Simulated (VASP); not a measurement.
# GaN (F-43m) in VASP: a series of runs

The runs below take GaN through single point, with PBE.

All numbers are computed with VASP 6.6.1; they aren't measurements. Logs are shortened: lines on timing, memory, paths and dates and some standing lists are left out, and cuts for length are marked.

### 1 The cell of the first run

Symmetry: F-43m, No. 216, cubic system. The conventional cell has a = 4.354 Å, b = 4.354 Å, c = 4.354 Å, α = 90.00°, β = 90.00°, γ = 90.00°. Within 2.5 Å of Ga (site symmetry -43m) lie 4 N at 1.89 Å. Within 2.5 Å of N (site symmetry -43m) lie 4 Ga at 1.89 Å.

### 2 Single point, PBE

File INCAR:

```
SYSTEM = GaN
ALGO = Normal
EDIFF = 1E-6
ENCUT = 600
GGA = PE
GGA_COMPAT = .FALSE.
ISIF = 2
ISMEAR = 0
LASPH = .TRUE.
LCHARG = .FALSE.
LREAL = .FALSE.
LWAVE = .FALSE.
NBANDS = 16
NELM = 120
PREC = Accurate
SIGMA = 0.01
```

File KPOINTS:

```
k-points
0
G
  8 8 8
  0 0 0
```

File POSCAR:

```
GaN
1.0
    0.0000000000      2.1771846327      2.1771846327
    2.1771846327      0.0000000000      2.1771846327
    2.1771846327      2.1771846327      0.0000000000
Ga N
1 1
Direct
    0.0000000000      0.0000000000      0.0000000000
    0.7500000000      0.7500000000      0.7500000000
```

Potentials or basis: VASP PAW PBE potentials, release 64 (Ga_d, N).

Started as:

```console
cat potpaw_PBE.64/Ga_d/POTCAR potpaw_PBE.64/N/POTCAR > POTCAR
mpirun -np 1 vasp_std > vasp.out
```

OUTCAR:

```text
SYSTEM = GaN
   EDIFF = 1E-6
   ENCUT = 600
   GGA = PE
   ISIF = 2
   ISMEAR = 0
   LASPH = .TRUE.
   LREAL = .FALSE.
   NELM = 120
   PREC = Accurate

 ion  position               nearest neighbor table
   1  0.000  0.000  0.000-   2 1.89   2 1.89   2 1.89   2 1.89
   2  0.750  0.750  0.750-   1 1.89   1 1.89   1 1.89   1 1.89

  LATTYP: Found a face centered cubic cell.
 ALAT       =     4.3543692654

  Lattice vectors:

 A1 = (   0.0000000000,   2.1771846327,   2.1771846327)
 A2 = (   2.1771846327,   0.0000000000,   2.1771846327)
 A3 = (   2.1771846327,   2.1771846327,   0.0000000000)

Analysis of symmetry for initial positions (statically):
=====================================================================
 Subroutine PRICEL returns:
 Original cell was already a primitive cell.

 Routine SETGRP: Setting up the symmetry group for a
 face centered cubic supercell.

 Subroutine GETGRP returns: Found 24 space group operations
 (whereof 24 operations were pure point group operations)
 out of a pool of 48 trial point group operations.

The static configuration has the point symmetry T_d .

Analysis of symmetry for dynamics (positions and initial velocities):
=====================================================================
 Subroutine PRICEL returns:
 Original cell was already a primitive cell.

 Routine SETGRP: Setting up the symmetry group for a
 face centered cubic supercell.

 Subroutine GETGRP returns: Found 24 space group operations
 (whereof 24 operations were pure point group operations)
 out of a pool of 48 trial point group operations.

The dynamic configuration has the point symmetry T_d .

 Subroutine INISYM returns: Found 24 space group operations
 (whereof 24 operations are pure point group operations),
 and found     1 'primitive' translations

----------------------------------------------------------------------------------------

                                     Primitive cell

  volume of cell :      20.6403

  direct lattice vectors                    reciprocal lattice vectors
     0.000000000  2.177184633  2.177184633    -0.229654386  0.229654386  0.229654386
     2.177184633  0.000000000  2.177184633     0.229654386 -0.229654386  0.229654386
     2.177184633  2.177184633  0.000000000     0.229654386  0.229654386 -0.229654386

  length of vectors
     3.079004035  3.079004035  3.079004035     0.397773065  0.397773065  0.397773065

  position of ions in fractional coordinates (direct lattice)
[... 66 lines left out ...]
   ions per type =               1   1
   NGX,Y,Z   is equivalent  to a cutoff of  15.12, 15.12, 15.12 a.u.
   NGXF,Y,Z  is equivalent  to a cutoff of  30.24, 30.24, 30.24 a.u.
 SYSTEM =  GaN
   PREC   = accura    normal or accurate (medium, high low for compatibility)
   ISTART =      0    job   : 0-new  1-cont  2-samecut
   ICHARG =      2    charge: 1-file 2-atom 10-const
   ISPIN  =      1    spin polarized calculation?
   LNONCOLLINEAR =      F non collinear calculations
   LSORBIT =      F    spin-orbit coupling
   LASPH  =      T    aspherical Exc in radial PAW
   ENCUT  =  600.0 eV  44.10 Ry    6.64 a.u.   6.15  6.15  6.15*2*pi/ulx,y,z
   NELM   =    120;   NELMIN=  2; NELMDL= -5     # of ELM steps
   EDIFF  = 0.1E-05   stopping-criterion for ELM
   LREAL  =      F    real-space projection
[... 7 lines left out ...]
   TEBEG  =    0.0;   TEEND  =   0.0 temperature during run
   PSTRESS=    0.0 pullay stress
   NELECT =      18.0000    total number of electrons
   NUPDOWN=      -1.0000    fix difference up-down
   EMIN   =  10.00;   EMAX   =-10.00  energy-range for DOS
   EFERMI =   0.00;   METHOD = LEGACY
   ISMEAR =     0;   SIGMA  =   0.01  broadening in eV -4-tet -1-fermi 0-gaus
   EFERMI_NEDOS =   21; number of points for ismear=-14 and -15
   IALGO  =     38    algorithm
   IMIX   =      4    mixing-type and parameters
     AMIX     =   0.40;   BMIX     =  1.00
     AMIX_MAG =   1.60;   BMIX_MAG =  1.00
  volume/ion in A,a.u.               =      10.32        69.64
  Fermi-wavevector in a.u.,A,eV,Ry     =   1.564085  2.955692 33.284783  2.446363
  Thomas-Fermi vector in A             =   2.666761
   LORBIT       =      0    0 simple, 1 ext, 2 COOP (PROOUT), +10 PAW based schemes
   GGA     = PE    functional components
   LHFCALC =     F    Hartree Fock is set to
   AEXX    =    0.0000 exact exchange contribution
   IVDW    =     0    specifies the selected vdW correction
   LEPSILON=     F    determine dielectric tensor
   LRPA    =     F    only Hartree local field effects (RPA)
 non-spin polarized calculation
 Gauss-broadening in eV      SIGMA  =   0.01
  energy-cutoff  :      600.00
  volume of cell :       20.64
 maximum number of plane-waves:       701
 NGX is ok and might be reduce to    28
   NGX = 13   NGY = 13   NGZ = 13

 number of electron      17.9999999 magnetization

 Free energy of the ion-electron system (eV)
  ---------------------------------------------------
  ext. energy  EPLUGINS =         0.00000000
  ---------------------------------------------------
  free energy    TOTEN  =       -11.91321576 eV

  energy without entropy =      -11.91321576  energy(sigma->0) =      -11.91321576

 E-fermi :   6.5311     XC(G=0): -12.2313

 val. band max:        6.4741878043   @ k =   0.0000   0.0000   0.0000
 cond. band min:       8.8657743626   @ k =   0.0000   0.0000   0.0000
 fundamental gap:      2.3915865583
 Fermi energy:         6.5311062507

 k-point     1 :       0.0000    0.0000    0.0000
  band No.  band energies     occupation
      1     -10.4039      2.00000
      2      -7.1034      2.00000
      3      -7.1034      2.00000
      4      -7.1034      2.00000
      5      -6.6630      2.00000
      6      -6.6630      2.00000
[... 433 lines left out ...]
      3      -6.8813      2.00000
      4      -6.6970      2.00000
      5      -6.6210      2.00000
      6      -5.0588      2.00000
[... 8 lines left out ...]
     15      26.2965      0.00000
     16      28.8594      0.00000

 [... further k-points ...]
[... 5 lines left out ...]
  --------------------------------------------------------------------------------------
  -------------------------------------------------------------------------------------
  Total        3.8263289      3.8263289      3.8263289      0.0000000      0.0000000      0.0000000
  in kB      297.0141277    297.0141277    297.0141277      0.0000000      0.0000000      0.0000000
  external PRESSURE =     297.0141277 kB  Pullay stress =       0.0000000 kB

 VOLUME and BASIS-vectors are now :
 -----------------------------------------------------------------------------
  energy-cutoff  :      600.00
  volume of cell :       20.64
      direct lattice vectors                 reciprocal lattice vectors
     0.000000000  2.177184633  2.177184633    -0.229654386  0.229654386  0.229654386
     2.177184633  0.000000000  2.177184633     0.229654386 -0.229654386  0.229654386
     2.177184633  2.177184633  0.000000000     0.229654386  0.229654386 -0.229654386

 POSITION                                       TOTAL-FORCE (eV/Angst)
 -----------------------------------------------------------------------------------
      0.00000      0.00000      0.00000         0.000000      0.000000      0.000000
      3.26578      3.26578      3.26578        -0.000000     -0.000000     -0.000000
 -----------------------------------------------------------------------------------
    total drift:                                0.000001      0.000001      0.000001

  FREE ENERGIE OF THE ION-ELECTRON SYSTEM (eV)
  ---------------------------------------------------
  free  energy   TOTEN  =       -11.9132157623 eV

  energy  without entropy=      -11.9132157623  energy(sigma->0) =      -11.91321576
```

OSZICAR:

```text
N       E                     dE             d eps       ncg     rms          rms(c)
DAV:   1     0.821075955267E+02    0.82108E+02   -0.10175E+04  1064   0.222E+03
DAV:   2    -0.839662776068E+01   -0.90504E+02   -0.84141E+02  1048   0.344E+02
DAV:   3    -0.140403273846E+02   -0.56437E+01   -0.56215E+01  1104   0.743E+01
DAV:   4    -0.141004225830E+02   -0.60095E-01   -0.60089E-01  1144   0.819E+00
DAV:   5    -0.141012441708E+02   -0.82159E-03   -0.82158E-03  1128   0.882E-01    0.811E+00
DAV:   6    -0.119074702684E+02    0.21938E+01   -0.48217E+00  1424   0.439E+01    0.270E+00
DAV:   7    -0.119200016380E+02   -0.12531E-01   -0.38009E-01  1000   0.622E+00    0.180E+00
DAV:   8    -0.119160437487E+02    0.39579E-02   -0.41066E-02  1176   0.360E+00    0.563E-01
DAV:   9    -0.119130948694E+02    0.29489E-02   -0.12940E-02  1360   0.309E+00    0.150E-01
DAV:  10    -0.119132615929E+02   -0.16672E-03   -0.13599E-03  1216   0.615E-01    0.458E-02
DAV:  11    -0.119132115419E+02    0.50051E-04   -0.24128E-04  1400   0.241E-01    0.176E-02
DAV:  12    -0.119132158776E+02   -0.43358E-05   -0.23041E-05  1072   0.646E-02    0.108E-02
DAV:  13    -0.119132157623E+02    0.11537E-06   -0.12267E-06   992   0.163E-02
   1 F= -.11913216E+02 E0= -.11913216E+02  d E =-.281313E-18
```

stdout:

```text
POSCAR found type information on POSCAR GaN
 POSCAR found :  2 types and       2 ions
 scaLAPACK will be used
 LDA part: xc-table for (Slater+PW92), standard interpolation
 POSCAR, INCAR and KPOINTS ok, starting setup
 FFT: planning ... GRIDC
 FFT: planning ... GRID_SOFT
 FFT: planning ... GRID
 WAVECAR not read
 entering main loop
```

Run time: 14 s. Hardware: 1 thread of Intel Xeon Platinum 8488C (Sapphire Rapids), shared host; peak memory 0.16 GiB.

Results:

* Free energy: -11.9132 eV
* Pressure: 29.7 GPa
* Band gap on the k mesh: 2.39 eV, direct

### 3 Single point, PBE

This run uses another cell than the first one, of 10.00 Å³/atom, 0.969 times its volume.

File INCAR:

```
PREC     = Accurate       # precision mode
ENCUT    = 600            # plane-wave cutoff, eV
EDIFF    = 1E-6           # SCF threshold, eV
ISMEAR   = 0              # smearing method
SIGMA    = 0.01           # smearing width, eV
LREAL    = False          # projectors in reciprocal space
LASPH    = True           # aspherical terms in the spheres
NELM     = 120            # most SCF steps
ALGO     = Normal         # electronic algorithm
ISIF     = 2              # what is computed and relaxed
LWAVE    = False          # write WAVECAR
LCHARG   = False          # write CHGCAR
GGA      = PE             # functional
NBANDS   = 16             # bands
GGA_COMPAT= False
```

File KPOINTS:

```
regular mesh
0
Gamma
  8 8 8
```

File POSCAR:

```
GaN
1.0
    0.0000000000      2.1541323760      2.1541323760
    2.1541323760      0.0000000000      2.1541323760
    2.1541323760      2.1541323760      0.0000000000
Ga N
1 1
Direct
    0.0000000000      0.0000000000      0.0000000000
    0.7500000000      0.7500000000      0.7500000000
```

Potentials or basis: VASP PAW PBE potentials, release 64 (Ga_d, N).

Started as:

```console
cat potpaw_PBE.64/Ga_d/POTCAR potpaw_PBE.64/N/POTCAR > POTCAR
mpirun -np 1 vasp_std > vasp.out
```

It took 8.4 s on 1 thread of Intel Xeon Platinum 8488C (Sapphire Rapids), shared host; peak memory 0.14 GiB.

The run converged. Its results:

| Quantity | Value |
| --- | --- |
| Free energy | -11.7724 eV |
| Pressure | 39.6 GPa |
| Band gap on the k mesh | 2.60 eV, direct |

Levels at points of the mesh, in eV from the valence-band top:
```tsv
k point	band 7	band 8	band 9	band 10	band 11	band 12
(0.00, 0.00, 0.00)	0.00	0.00	0.00	2.60	11.16	11.16
(0.50, 0.00, 0.00)	-8.00	-1.15	-1.15	5.58	9.39	11.07
(0.50, 0.50, 0.00)	-6.71	-3.22	-3.22	3.38	7.43	12.75
```

PBE gaps usually lie below the measured ones, often by a third to a half.

[end of part 1 of 2]
